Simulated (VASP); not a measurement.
# InP in VASP: single point with PBEsol

Aim: the single point of InP with PBEsol.

Everything below comes from runs of VASP 6.6.1. Logs are shortened: lines on timing, memory, paths and dates and some standing lists are left out, and cuts for length are marked.

### 1 The cell of the first run

The cell holds a slab with vacuum, 12 atoms: a = 3.860 Å, b = 5.459 Å, c = 24.650 Å, α = 90.00°, β = 90.00°, γ = 90.00°.

### 2 Single point, PBEsol

Contents of INCAR:

```
SYSTEM = InP
ALGO     = Normal         ! electronic algorithm
DIPOL    = 0.5 0.5 0.500
EDIFF    = 1E-7           ! SCF threshold, eV
ENCUT    = 520            ! plane-wave cutoff, eV
GGA      = PS             ! functional
IDIPOL   = 3            
ISIF     = 2              ! what is computed and relaxed
ISMEAR   = 0              ! smearing method
LASPH    = .TRUE.         ! aspherical terms in the spheres
LCHARG   = .FALSE.        ! write CHGCAR
LDIPOL   = .TRUE.       
LREAL    = .FALSE.        ! projectors in reciprocal space
LWAVE    = .FALSE.        ! write WAVECAR
NBANDS   = 66             ! bands
NELM     = 80             ! most SCF steps
PREC     = Accurate       ! precision mode
SIGMA    = 0.1            ! smearing width, eV
```

Contents of KPOINTS:

```
k-points
0
G
  9 7 1
  0 0 0
```

Contents of POSCAR:

```
InP
1.0
    3.8601906168      0.0000000000      0.0000000000
    0.0000000000      5.4591339236      0.0000000000
    0.0000000000      0.0000000000     24.6504765419
In P
6 6
Direct
    0.5000000000      0.5000000000      0.3109358201
    0.0000000000      0.0000000000      0.3759225333
    0.5000000000      0.5000000000      0.4649023964
    0.0000000000      0.0000000000      0.5350975968
    0.5000000000      0.5000000000      0.6240774708
    0.0000000000      0.0000000000      0.6890641773
    0.5000000000      0.0000000000      0.3036381263
    0.0000000000      0.5000000000      0.3831933991
    0.5000000000      0.0000000000      0.4593887154
    0.0000000000      0.5000000000      0.5406112650
    0.5000000000      0.0000000000      0.6168066072
    0.0000000000      0.5000000000      0.6963618923
```

Potentials or basis: VASP PAW PBE potentials, release 64 (In_d, P).

On the command line:

```bash
$ cat potpaw_PBE.64/In_d/POTCAR potpaw_PBE.64/P/POTCAR > POTCAR
$ mpirun -np 1 vasp_std > vasp.out
```

OUTCAR:

```text
SYSTEM = InP
   EDIFF = 1E-7
   ENCUT = 520
   GGA = PS
   ISIF = 2
   ISMEAR = 0
   LASPH = .TRUE.
   LREAL = .FALSE.
   NELM = 80
   PREC = Accurate

 ion  position               nearest neighbor table
   1  0.500  0.500  0.311-   8 2.63   8 2.63   7 2.74   7 2.74   2 3.71   2 3.71   2 3.71   2 3.71
                             3 3.80
   2  0.000  0.000  0.376-   7 2.63   7 2.63   8 2.74   8 2.74   9 2.82   9 2.82   1 3.71   1 3.71
                             1 3.71   1 3.71   4 3.92   3 4.00   3 4.00   3 4.00   3 4.00
   3  0.500  0.500  0.465-  10 2.68  10 2.68   9 2.73   9 2.73   8 2.79   8 2.79   4 3.76   4 3.76
                             4 3.76   4 3.76   1 3.80   5 3.92   2 4.00   2 4.00   2 4.00   2 4.00
   4  0.000  0.000  0.535-   9 2.68   9 2.68  10 2.73  10 2.73  11 2.79  11 2.79   3 3.76   3 3.76
                             3 3.76   3 3.76   6 3.80   2 3.92   5 4.00   5 4.00   5 4.00   5 4.00
   5  0.500  0.500  0.624-  12 2.63  12 2.63  11 2.74  11 2.74  10 2.82  10 2.82   6 3.71   6 3.71
                             6 3.71   6 3.71   3 3.92   4 4.00   4 4.00   4 4.00   4 4.00
   6  0.000  0.000  0.689-  11 2.63  11 2.63  12 2.74  12 2.74   5 3.71   5 3.71   5 3.71   5 3.71
                             4 3.80
   7  0.500  0.000  0.304-   2 2.63   2 2.63   1 2.74   1 2.74
   8  0.000  0.500  0.383-   1 2.63   1 2.63   2 2.74   2 2.74   3 2.79   3 2.79
   9  0.500  0.000  0.459-   4 2.68   4 2.68   3 2.73   3 2.73   2 2.82   2 2.82
  10  0.000  0.500  0.541-   3 2.68   3 2.68   4 2.73   4 2.73   5 2.82   5 2.82
  11  0.500  0.000  0.617-   6 2.63   6 2.63   5 2.74   5 2.74   4 2.79   4 2.79
  12  0.000  0.500  0.696-   5 2.63   5 2.63   6 2.74   6 2.74

  LATTYP: Found a simple orthorhombic cell.
 ALAT       =     3.8601906168
 B/A-ratio  =     1.4142135624
 C/A-ratio  =     6.3858184709

  Lattice vectors:

 A1 = (   3.8601906168,   0.0000000000,   0.0000000000)
 A2 = (   0.0000000000,   5.4591339236,   0.0000000000)
 A3 = (   0.0000000000,   0.0000000000,  24.6504765419)

Analysis of symmetry for initial positions (statically):
=====================================================================
 Subroutine PRICEL returns:
 Original cell was already a primitive cell.

 Routine SETGRP: Setting up the symmetry group for a
 simple orthorhombic supercell.

 Subroutine GETGRP returns: Found  8 space group operations
 (whereof  4 operations were pure point group operations)
 out of a pool of  8 trial point group operations.

The static configuration has the point symmetry C_2v.
 The point group associated with its full space group is D_2h.

Analysis of symmetry for dynamics (positions and initial velocities):
=====================================================================
 Subroutine PRICEL returns:
 Original cell was already a primitive cell.

 Routine SETGRP: Setting up the symmetry group for a
 simple orthorhombic supercell.

 Subroutine GETGRP returns: Found  8 space group operations
 (whereof  4 operations were pure point group operations)
 out of a pool of  8 trial point group operations.

The dynamic configuration has the point symmetry C_2v.
 The point group associated with its full space group is D_2h.

 Subroutine INISYM returns: Found  8 space group operations
 (whereof  4 operations are pure point group operations),
 and found     1 'primitive' translations

----------------------------------------------------------------------------------------

                                     Primitive cell

  volume of cell :     519.4668

  direct lattice vectors                    reciprocal lattice vectors
     3.860190617  0.000000000  0.000000000     0.259054565  0.000000000  0.000000000
     0.000000000  5.459133924  0.000000000     0.000000000  0.183179239  0.000000000
     0.000000000  0.000000000 24.650476542     0.000000000  0.000000000  0.040567167

  length of vectors
     3.860190617  5.459133924 24.650476542     0.259054565  0.183179239  0.040567167

  position of ions in fractional coordinates (direct lattice)
     0.500000000  0.500000000  0.310935820
     0.000000000  0.000000000  0.375922533
     0.500000000  0.500000000  0.464902396
     0.000000000  0.000000000  0.535097597
     0.500000000  0.500000000  0.624077471
     0.000000000  0.000000000  0.689064177
     0.500000000  0.000000000  0.303638126
     0.000000000  0.500000000  0.383193399
     0.500000000  0.000000000  0.459388715
     0.000000000  0.500000000  0.540611265
     0.500000000  0.000000000  0.616806607
     0.000000000  0.500000000  0.696361892

  ion indices of the primitive-cell ions
   primitive index   ion index
                 1           1
                 2           2
                 3           3
                 4           4
                 5           5
                 6           6
                 7           7
                 8           8
                 9           9
                10          10
                11          11
                12          12

----------------------------------------------------------------------------------------

 KPOINTS: k-points

Automatic generation of k-mesh.
 Grid dimensions read from file:
 generate k-points for:    9    7    1

 Generating k-lattice:

  Cartesian coordinates                     Fractional coordinates (reciprocal lattice)
     0.028783841  0.000000000  0.000000000     0.111111111  0.000000000  0.000000000
     0.000000000  0.026168463  0.000000000     0.000000000  0.142857143  0.000000000
     0.000000000  0.000000000  0.040567167     0.000000000  0.000000000  1.000000000

  Length of vectors
     0.028783841  0.026168463  0.040567167

  Shift w.r.t. Gamma in fractional coordinates (k-lattice)
     0.000000000  0.000000000  0.000000000

 Subroutine IBZKPT returns following result:
 ===========================================

 Found     20 irreducible k-points:

 Following reciprocal coordinates:
            Coordinates               Weight
  0.000000  0.000000  0.000000      1.000000
  0.111111  0.000000  0.000000      2.000000
  0.222222  0.000000  0.000000      2.000000
  0.333333  0.000000  0.000000      2.000000
  0.444444  0.000000  0.000000      2.000000
  0.000000  0.142857  0.000000      2.000000
[... 12 lines left out ...]
  0.333333  0.428571  0.000000      4.000000
  0.444444  0.428571  0.000000      4.000000
   k-points           NKPTS =     20   k-points in BZ     NKDIM =     20   number of bands    NBANDS=     66
   number of dos      NEDOS =    301   number of ions     NIONS =     12
   total plane-waves  NPLWV = 241920
   dimension x,y,z NGX =    30 NGY =   42 NGZ =  192
   dimension x,y,z NGXF=    60 NGYF=   84 NGZF=  384
   ions per type =               6   6
   NGX,Y,Z   is equivalent  to a cutoff of  12.92, 12.79, 12.95 a.u.
   NGXF,Y,Z  is equivalent  to a cutoff of  25.84, 25.58, 25.90 a.u.
 SYSTEM =  InP
   PREC   = accura    normal or accurate (medium, high low for compatibility)
   ISTART =      0    job   : 0-new  1-cont  2-samecut
   ICHARG =      2    charge: 1-file 2-atom 10-const
   ISPIN  =      1    spin polarized calculation?
   LNONCOLLINEAR =      F non collinear calculations
   LSORBIT =      F    spin-orbit coupling
   LASPH  =      T    aspherical Exc in radial PAW
   ENCUT  =  520.0 eV  38.22 Ry    6.18 a.u.   7.18 10.15 45.83*2*pi/ulx,y,z
   NELM   =     80;   NELMIN=  2; NELMDL= -5     # of ELM steps
   EDIFF  = 0.1E-06   stopping-criterion for ELM
   LREAL  =      F    real-space projection
   EDIFFG = 0.1E-05   stopping-criterion for IOM
   NSW    =      0    number of steps for IOM
   IBRION =     -1    ionic relax: 0-MD 1-quasi-New 2-CG
   NFREE  =      0    steps in history (QN), initial steepest desc. (CG)
   ISIF   =      2    stress and relaxation
   ISYM   =      2    0-nonsym 1-usesym 2-fastsym
   POTIM  = 0.5000    time-step for ionic-motion
   TEBEG  =    0.0;   TEEND  =   0.0 temperature during run
   PSTRESS=    0.0 pullay stress
   NELECT =     108.0000    total number of electrons
   NUPDOWN=      -1.0000    fix difference up-down
   EMIN   =  10.00;   EMAX   =-10.00  energy-range for DOS
   EFERMI =   0.00;   METHOD = LEGACY
   ISMEAR =     0;   SIGMA  =   0.10  broadening in eV -4-tet -1-fermi 0-gaus
   EFERMI_NEDOS =   21; number of points for ismear=-14 and -15
   IALGO  =     38    algorithm
   IMIX   =      4    mixing-type and parameters
     AMIX     =   0.40;   BMIX     =  1.00
     AMIX_MAG =   1.60;   BMIX_MAG =  1.00
  volume/ion in A,a.u.               =      43.29       292.13
  Fermi-wavevector in a.u.,A,eV,Ry     =   0.969833  1.832718 12.797305  0.940575
  Thomas-Fermi vector in A             =   2.099918
   LORBIT       =      0    0 simple, 1 ext, 2 COOP (PROOUT), +10 PAW based schemes
   GGA     = PS    functional components
   LHFCALC =     F    Hartree Fock is set to
   AEXX    =    0.0000 exact exchange contribution
   IVDW    =     0    specifies the selected vdW correction
   LEPSILON=     F    determine dielectric tensor
   LRPA    =     F    only Hartree local field effects (RPA)
 non-spin polarized calculation
 Gauss-broadening in eV      SIGMA  =   0.10
  energy-cutoff  :      520.00
  volume of cell :      519.47
 maximum number of plane-waves:     14038
 NGX is ok and might be reduce to    30
   NGX = 15   NGY = 21   NGZ = 91

 number of electron     108.0000001 magnetization

 dipolmoment           0.000000      0.000000      0.000000 electrons x Angstroem

 Free energy of the ion-electron system (eV)
  ---------------------------------------------------
  ext. energy  EPLUGINS =         0.00000000
  ---------------------------------------------------
  free energy    TOTEN  =       -50.90513239 eV

  energy without entropy =      -50.88406199  energy(sigma->0) =      -50.89459719

 E-fermi :   1.0092     XC(G=0):  -5.6902

 val. band max:        0.9700336805   @ k =   0.2222   0.4286   0.0000
 cond. band min:       1.0216684807   @ k =   0.0000   0.2857   0.0000
 fundamental gap:      0.0516348001
 Fermi energy:         1.0092498081

 k-point     1 :       0.0000    0.0000    0.0000
  band No.  band energies     occupation
      1     -13.5280      2.00000
      2     -13.4996      2.00000
      3     -13.4075      2.00000
      4     -13.3574      2.00000
      5     -13.3569      2.00000
      6     -13.3366      2.00000
[... 58 lines left out ...]
     65       5.5405      0.00000
     66       5.8520      0.00000

 k-point     2 :       0.1111    0.0000    0.0000
  band No.  band energies     occupation
      1     -13.5204      2.00000
      2     -13.5017      2.00000
      3     -13.4119      2.00000
      4     -13.3708      2.00000
      5     -13.3704      2.00000
      6     -13.3273      2.00000
[... 1231 lines left out ...]
     65       5.0475      0.00000
     66       5.3581      0.00000

 k-point    20 :       0.4444    0.4286    0.0000
  band No.  band energies     occupation
      1     -13.5029      2.00000
      2     -13.5029      2.00000
      3     -13.3570      2.00000
      4     -13.3565      2.00000
      5     -13.3398      2.00000
      6     -13.3373      2.00000
[... 58 lines left out ...]
     65       4.9838      0.00000
     66       5.4027      0.00000

------------------------ aborting loop because EDIFF is reached ----------------------------------------

 vacuum level on the upper side and lower side of the slab       (xc-potential included)        -0.077        -0.077

  FORCE on cell =-STRESS in cart. coord.  units (eV):
  Direction    XX          YY          ZZ          XY          YZ          ZX
  --------------------------------------------------------------------------------------
  -------------------------------------------------------------------------------------
  Total        0.0468245     -5.9920414      0.0051974      0.0000000      0.0000000      0.0000000
  in kB        0.1444195    -18.4810893      0.0160302      0.0000000      0.0000000      0.0000000
  external PRESSURE =      -6.1068799 kB  Pullay stress =       0.0000000 kB

 VOLUME and BASIS-vectors are now :
 -----------------------------------------------------------------------------
  energy-cutoff  :      520.00
  volume of cell :      519.47
      direct lattice vectors                 reciprocal lattice vectors
     3.860190617  0.000000000  0.000000000     0.259054565  0.000000000  0.000000000
     0.000000000  5.459133924  0.000000000     0.000000000  0.183179239  0.000000000
     0.000000000  0.000000000 24.650476542     0.000000000  0.000000000  0.040567167

 POSITION                                       TOTAL-FORCE (eV/Angst)
 -----------------------------------------------------------------------------------
      1.93010      2.72957      7.66472         0.000000      0.000000      0.005374
      0.00000      0.00000      9.26667         0.000000      0.000000     -0.007678
      1.93010      2.72957     11.46007         0.000000      0.000000     -0.004738
      0.00000      0.00000     13.19041         0.000000      0.000000      0.004738
      1.93010      2.72957     15.38381         0.000000      0.000000      0.007678
      0.00000      0.00000     16.98576         0.000000      0.000000     -0.005374
      1.93010      0.00000      7.48482         0.000000      0.000000     -0.004937
      0.00000      2.72957      9.44590         0.000000      0.000000     -0.004050
      1.93010      0.00000     11.32415         0.000000      0.000000     -0.003964
      0.00000      2.72957     13.32633         0.000000      0.000000      0.003964
      1.93010      0.00000     15.20458         0.000000      0.000000      0.004050
      0.00000      2.72957     17.16565         0.000000      0.000000      0.004937
 -----------------------------------------------------------------------------------
    total drift:                                0.000000      0.000000      0.000040

  FREE ENERGIE OF THE ION-ELECTRON SYSTEM (eV)
  ---------------------------------------------------
  free  energy   TOTEN  =       -50.9051323884 eV

  energy  without entropy=      -50.8840619859  energy(sigma->0) =      -50.89459719

 vacuum level on the upper side and lower side of the slab         5.679         5.679
```

Run time: 31 min. Hardware: 1 thread of Intel Xeon Platinum 8488C (Sapphire Rapids), shared host; peak memory 0.8 GiB.

Results:

```
Free energy            : -50.9051 eV
Largest force          : 0.008 eV/Å
Band gap on the k mesh : zero (bands 54 and 55 overlap by 1.19 eV)
```

Forces on the atoms (eV/Å):
```
In   0.000  0.000  0.005
In   0.000  0.000 -0.008
In   0.000  0.000 -0.005
In   0.000  0.000  0.005
In   0.000  0.000  0.008
In   0.000  0.000 -0.005
P    0.000  0.000 -0.005
P    0.000  0.000 -0.004
P    0.000  0.000 -0.004
P    0.000  0.000  0.004
P    0.000  0.000  0.004
P    0.000  0.000  0.005
```

Caveat: the PAW data sets were made with another functional, which shifts forces and pressure a little; spin-orbit coupling is left out, which moves the levels of the heavy elements.

The gap in the log of VASP goes by the Fermi energy; the results here count the filled bands.